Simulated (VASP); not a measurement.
Crystal: SmF.

```
Sm F
1.0
     3.72081    0.00000    0.00000
    -1.86041    3.22232    0.00000
     0.00000    0.00000    4.46759
Sm F
1 1
Direct
  0.00000 0.00000 0.50000
  0.00000 0.00000 0.00000
```

The cell was generated, and may not be a known phase.

```yaml
Program: VASP 6.6.1
Task: relaxation of cell and atoms
Functional: PBE
Potentials_or_basis: VASP PAW PBE potentials, release 64 (Sm_3, F), 4f in core
Cutoff: 600 eV
k_mesh: 18 × 18 × 12
Occupations: gaussian, width 0.1 eV
Spin: no spin polarisation
```

At the start: pressure 1.0 GPa; volume 26.78 Å³/atom.

**Question.** How do energy, volume and symmetry change on relaxing?

**Answer.** Over 5 steps the energy falls by 2.0 meV/atom and the volume is 27.56 Å³/atom (+2.9 %); space group P6/mmm (No. 191, to 0.1 Å) before and after.

Step by step:
```
step  energy change (eV)  largest force (eV/Å)  pressure (GPa)  volume (Å³)
   1              0.0000                0.0000            1.01        53.56
   2             -0.0003                0.0000           -0.57        54.88
   3             -0.0023                0.0000            0.17        54.24
   4             -0.0038                0.0000            0.07        54.74
   5             -0.0041                0.0000            0.00        55.12
```

Final structure:
```yaml
crystal:
  lattice:
    - [3.76637, 0.00000, 0.00000]
    - [-1.88318, 3.26177, 0.00000]
    - [0.00000, 0.00000, 4.48655]
  atoms:
    - { symbol: Sm, position: [0.00000, 0.00000, 0.50000] }
    - { symbol: F, position: [0.00000, 0.00000, 0.00000] }
```

Caveat: the run has no spin polarisation, though such a crystal can be magnetic.
